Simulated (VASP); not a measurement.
**MoS2: single point with PBE**

MoS2:

```
CELL_PARAMETERS angstrom
3.18558 0.00000 0.00000
-1.59279 2.75880 0.00000
0.00000 0.00000 14.51045
ATOMIC_POSITIONS crystal
Mo 0.24271 0.48543 0.25000
Mo 0.57605 0.15209 0.75000
S 0.33333 0.66667 0.64232
S 0.66667 0.33333 0.14232
S 0.33333 0.66667 0.85768
S 0.66667 0.33333 0.35768
```

This cell differs from its parent crystal: all Mo atoms moved -0.500 Å, as atom 1 along Cartesian [0 1 0].

```json
{
  "Program": "VASP 6.6.1",
  "Task": "single point",
  "Functional": "PBE",
  "Potentials or basis": "VASP PAW PBE potentials, release 64 (Mo_sv, S)",
  "Cutoff": "500 eV",
  "k mesh": "12 × 12 × 2",
  "Occupations": "gaussian, width 0.05 eV",
  "Spin": "no spin polarisation",
  "Dipole correction": "no",
  "Further INCAR settings": "ALGO = Normal; EDIFF = 1e-06; NBANDS = 35"
}
```

| Quantity | Value |
| --- | --- |
| Pressure | 12.6 GPa |
| Largest force | 8.793 eV/Å |
| Band gap on the k mesh | zero (bands 26 and 27 overlap by 0.44 eV) |

Forces on the atoms (eV/Å):
```
Mo   0.000  6.255  0.000
Mo   0.000  8.793  0.000
S    0.000 -4.396 -3.215
S    0.000 -3.128 -1.987
S    0.000 -4.396  3.215
S    0.000 -3.128  1.987
```

Stress tensor (GPa, compression positive):
```
 7.60  0.00  0.00
 0.00  9.97  0.00
 0.00  0.00 20.34
```

Levels at points of the mesh, in eV from the Fermi level:
```tsv
k point	band 22	band 23	band 24	band 25	band 26	band 27	band 28	band 29	band 30	band 31
(0.00, 0.00, 0.00)	-2.20	-1.42	-0.97	-0.90	-0.46	-0.10	0.26	0.61	0.99	1.14
(0.50, 0.00, 0.00)	-2.94	-2.72	-2.22	0.00	0.34	0.48	0.73	0.94	1.20	1.99
(0.00, 0.50, 0.00)	-2.27	-1.94	-1.94	-1.83	-0.90	1.12	1.37	1.59	1.79	2.23
(0.00, 0.00, 0.50)	-2.37	-1.31	-1.00	-0.90	-0.47	-0.10	0.26	0.61	0.99	1.14
(0.50, 0.00, 0.50)	-2.96	-2.72	-2.22	0.00	0.33	0.48	0.73	0.94	1.20	2.00
(0.00, 0.50, 0.50)	-2.27	-1.95	-1.94	-1.83	-0.90	1.12	1.37	1.58	1.81	2.21
```

Run time: 7 min on 1 thread of Oxide Virtual Turin-like Processor, with other jobs on the host, peak memory 0.39 GiB.

Caveat: the cell differs from its parent crystal (all Mo atoms moved -0.500 Å, as atom 1 along Cartesian [0 1 0]); the stress differs along the axes, from 8 to 20 GPa; this functional lacks dispersion, which binds layers or chains, so the pressure and a relaxed spacing across them are unreliable; forces of over 1 eV/Å act on the atoms, so gaps and moduli don't describe the material at rest.
